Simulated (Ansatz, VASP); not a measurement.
Two plane-wave programs on InAs

The input POSCAR:

```
InAs
1.0
    0.0000000000      3.1462281872      3.1462281872
    3.1462281872      0.0000000000      3.1462281872
    3.1462281872      3.1462281872      0.0000000000
In As
1 1
Direct
    0.0000000000      0.0000000000      0.0000000000
    0.2500000000      0.2500000000      0.2500000000
```

Contents of INCAR.step1:

```
PREC = Accurate ; ENCUT = 520
ISMEAR = -1 ; SIGMA = 0.02
LREAL = False ; LASPH = True
NELM = 150 ; LNONCOLLINEAR = True
MAGMOM = 0 0 0 0 0 0 ; LSORBIT = True
GGA_COMPAT = False ; NBANDS = 30
GGA = PE ; ALGO = Normal
EDIFF = 1E-4 ; LWAVE = True
LCHARG = False
```

Contents of INCAR.step2:

```
PREC = Accurate ; ENCUT = 520
EDIFF = 1E-6 ; ISMEAR = -1
SIGMA = 0.02 ; LREAL = False
LASPH = True ; NELM = 150
ALGO = Normal ; ISIF = 2
LWAVE = False ; LCHARG = True
LNONCOLLINEAR = True ; MAGMOM = 0 0 0 0 0 0
LORBIT = 11 ; LSORBIT = True
GGA_COMPAT = False ; LORBMOM = True
METAGGA = R2SCAN ; LMIXTAU = True
LVHAR = True ; NBANDS = 30
ISTART = 1
```

Contents of KPOINTS:

```
regular mesh
0
Gamma
  8 8 8
```

Input for Ansatz:

```yaml
crystal:
  lattice:
    - [0.0, 3.1462281872, 3.1462281872]
    - [3.1462281872, 0.0, 3.1462281872]
    - [3.1462281872, 3.1462281872, 0.0]
  atoms:
    - { symbol: In, position: [0.0, 0.0, 0.0] }
    - { symbol: As, position: [0.25, 0.25, 0.25] }
kpoints:
  mp_grid: { grid: [8, 8, 8] }
  band_path:
    path:
      - [0.0, 0.0, 0.0]
      - [-0.5, -0.5, 0.0]
      - [-0.375, -0.375, 0.25]
      - [-0.375, 0.0, 0.375]
      - [0.0, 0.0, 0.5]
      - [-0.5, -0.25, 0.25]
    npoints: 1
hamiltonian:
  xc: r2scan
scf:
  occupations: { method: fermi_dirac, width: 0.02 }
  n_extra_bands: 8
magnetization:
  noncollinear: true
  spin_orbit: true
output:
  forces: true
  stress: true
  eigenvalues: true
```

Change from the starting cell: hydrostatic strain +3.0%.

Alike in both runs: task single point; functional r2SCAN; k mesh 8 × 8 × 8; occupations fermi-dirac, width 0.02 eV; non-collinear spin, spin-orbit coupling.

```csv
,VASP,Ansatz
version,VASP 6.6.1,Ansatz 0.2.0
potentials or method,"VASP PAW PBE potentials, release 64 (In_d, As)","plane waves, PAW"
plane-wave cutoff (eV),520,500
valence electrons in the cell,18,28
```

```csv
,VASP,Ansatz,Ansatz less VASP
pressure (GPa),-4.2,-4.2,0.00
```

VASP's potentials were made for PBE, not for r2SCAN. With one functional, cell and mesh, what is left measures potentials, basis and numerics. VASP's potentials hold 18 valence electrons a cell and Ansatz's 28, so a difference there can come from the potentials and not from the codes.
